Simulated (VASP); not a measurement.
A run of VASP 6.6.1 is set up as follows.

INCAR

```
SYSTEM = Ag
PREC = Accurate
ENCUT = 520
EDIFF = 1E-6
ISMEAR = 0
SIGMA = 0.1
LREAL = .FALSE.
LASPH = .TRUE.
NELM = 100
ALGO = Fast
ISIF = 2
LWAVE = .FALSE.
LCHARG = .TRUE.
GGA = PS
LELF = .TRUE.
LVHAR = .TRUE.
NBANDS = 30
```

File KPOINTS:

```
Automatic mesh
0
G
  24 24 6
  0 0 0
```

The input POSCAR:

```
Ag
1.0
    2.9248114612      0.0000000000      0.0000000000
   -1.4624057306      2.5329610266      0.0000000000
    0.0000000000      0.0000000000      9.2291124937
Ag
4
Direct
    0.0000000000      0.0000000000      0.0000000000
    0.0000000000      0.0000000000      0.5000000000
    0.3333333333      0.6666666667      0.2500000000
    0.6666666667      0.3333333333      0.7500000000
```

Potentials or basis: VASP PAW PBE potentials, release 64 (Ag).

The run is started by

```console
$ cat potpaw_PBE.64/Ag/POTCAR > POTCAR
$ mpirun -np 1 vasp_std > vasp.out
```

(1) Predict the pressure.

(2) Estimate the band gap on the k mesh.

Answers

(1) -2.8 GPa.

(2) zero (band 22 reaches 11.41 eV, above the bottom of band 23 at 5.16 eV).

Caveat: the cell differs from its parent crystal (biaxial strain in the a-b plane: +2.0 %, then relaxed in part); the PAW data sets were made with another functional, which shifts forces and pressure a little.
